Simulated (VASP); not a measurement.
## BaTiO3: relaxation of cell and atoms with PBEsol

Crystal: BaTiO3.

```
CELL_PARAMETERS angstrom
2.86319 1.65306 2.35650
-2.86319 1.65306 2.35650
0.00000 -3.30613 2.35650
ATOMIC_POSITIONS crystal
Ba 0.99460 0.99460 0.99460
Ti 0.48035 0.48035 0.48035
O 0.51120 0.51120 0.02185
O 0.02185 0.51120 0.51120
O 0.51120 0.02185 0.51120
```

| Quantity | Value |
| --- | --- |
| Program | VASP 6.6.1 |
| Task | relaxation of cell and atoms |
| Functional | PBEsol |
| Potentials or basis | VASP PAW PBE potentials, release 64 (Ba_sv, Ti_sv, O) |
| Cutoff | 600 eV |
| k mesh | 6 × 6 × 6 |
| Occupations | fermi-dirac, width 0.02 eV |
| Spin | no spin polarisation |
| Dipole correction | no |
| Further INCAR settings | ALGO = Normal; EDIFF = 1e-06; IBRION = 2; EDIFFG = -0.005; NSW = 80; ISIF = 3 |

```
Relaxed volume                        : 12.84 Å³/atom
Relaxed cell                          : a = 4.004 Å, b = 4.004 Å, c = 4.004 Å, α = 89.86°, β = 89.86°, γ = 89.86°
Space group after relaxing (to 0.1 Å) : R3m (No. 160)
Energy gained by relaxing             : 7.8 meV/atom
Ionic steps                           : 20
Pressure after relaxing               : 0.0 GPa
Largest force after relaxing          : 0.004 eV/Å
Band gap on the k mesh                : 2.28 eV (least direct gap 2.66 eV)
```

Forces in eV/Å, atoms in the order of the input:
```
Ba   0.000  0.000 -0.001
Ti   0.000  0.000  0.004
O    0.000  0.003 -0.001
O   -0.002 -0.001 -0.001
O    0.002 -0.001 -0.001
```

The path:
```
step  energy change (eV)  largest force (eV/Å)  pressure (GPa)  volume (Å³)
   1              0.0000                0.0413           -4.36        66.92
   2             -0.0003                0.7038            4.67        63.45
   3             -0.0249                0.3410           -0.07        65.15
   4             -0.0338                0.1780            0.01        64.68
   5             -0.0365                0.1158            0.33        64.14
   6             -0.0366                0.1113            0.32        64.21
   7             -0.0378                0.0730           -0.38        64.41
   8             -0.0379                0.0666           -0.48        64.45
   9             -0.0387                0.0314           -0.13        64.30
  10             -0.0387                0.0224           -0.05        64.26
  11             -0.0387                0.0265            0.01        64.25
  12             -0.0387                0.0237            0.01        64.25
  13             -0.0388                0.0160           -0.01        64.23
  14             -0.0388                0.0089           -0.01        64.21
  15             -0.0388                0.0076            0.01        64.21
  16             -0.0388                0.0119            0.01        64.22
  17             -0.0388                0.0093            0.01        64.22
  18             -0.0388                0.0089           -0.01        64.22
  19             -0.0388                0.0084           -0.01        64.21
  20             -0.0388                0.0043           -0.01        64.21
```

Final structure:
```xyz
5
Lattice="2.8282 1.6328 2.3174 -2.8282 1.6328 2.3174 0.0000 -3.2657 2.3174" Properties=species:S:1:pos:R:3 pbc="T T T"
Ba    0.0000    0.0000    6.9377
Ti    0.0000    0.0000    3.3773
O     0.0000    1.6090    2.3997
O    -1.3934   -0.8045    2.3997
O     1.3934   -0.8045    2.3997
```

Levels at points of the mesh, in eV from the valence-band top:
| k point | band 16 | band 17 | band 18 | band 19 | band 20 | band 21 | band 22 | band 23 | band 24 |
| --- | --- | --- | --- | --- | --- | --- | --- | --- | --- |
| (0.00, 0.00, 0.00) | -1.31 | -1.09 | -0.51 | -0.38 | -0.38 | 2.28 | 2.28 | 2.42 | 4.45 |
| (0.50, 0.00, 0.00) | -2.10 | -1.75 | -1.66 | -0.95 | -0.83 | 2.46 | 3.74 | 3.84 | 4.42 |
| (0.50, 0.50, 0.00) | -2.75 | -1.65 | -0.90 | -0.85 | -0.09 | 3.82 | 3.82 | 4.16 | 5.03 |
| (0.50, 0.50, 0.50) | -2.40 | -2.36 | -0.02 | -0.02 | 0.00 | 4.31 | 4.45 | 4.45 | 6.54 |

It took 18 min on 1 thread of Intel Xeon 8259CL (shared host), peak memory 0.24 GiB.

Caveat: the PAW data sets were made with another functional, which shifts forces and pressure a little; spin-orbit coupling is left out, which moves the levels of the heavy elements. A k mesh can miss the band edges.
